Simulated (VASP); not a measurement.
Input of a VASP 6.6.1 run:

Contents of INCAR:

```
SYSTEM = Hf
PREC = Accurate ; ENCUT = 520
EDIFF = 1E-6 ; ISMEAR = 0
SIGMA = 0.15 ; LREAL = .FALSE.
LASPH = .TRUE. ; NELM = 60
ALGO = Fast ; ISIF = 2
LWAVE = .FALSE. ; LCHARG = .FALSE.
GGA = PS ; NBANDS = 17
```

KPOINTS

```
regular mesh
0
G
  18 18 10
  0 0 0
```

Contents of POSCAR:

```
Hf
1.0
    3.1966985242      0.0000000000      0.0000000000
   -1.5983492621      2.7684221302      0.0000000000
    0.0000000000      0.0000000000      5.0578000000
Hf
2
Direct
    0.2548289360      0.6091974592      0.1610285104
    0.6666666667      0.3333333333      0.7500000000
```

Potentials or basis: VASP PAW PBE potentials, release 64 (Hf_pv).

Run with:

```sh
$ cat potpaw_PBE.64/Hf_pv/POTCAR > POTCAR
$ mpirun -np 1 vasp_std > vasp.out
```

Problem. What does it give for the band gap on the k mesh?

Solution. Zero (bands 10 and 11 overlap by 1.26 eV).

Problem. Estimate the largest force.

Solution. 3.292 eV/Å.

Forces on the atoms (eV/Å):
```
Hf   0.394  0.354  3.249
Hf  -0.394 -0.354 -3.249
```

Caveat: the cell differs from its parent crystal (atom 1 (Hf) moved by (-0.225, -0.450) A along [1 1 0] and z); the PAW data sets were made with another functional, which shifts forces and pressure a little; spin-orbit coupling is left out, which moves the levels of the heavy elements.
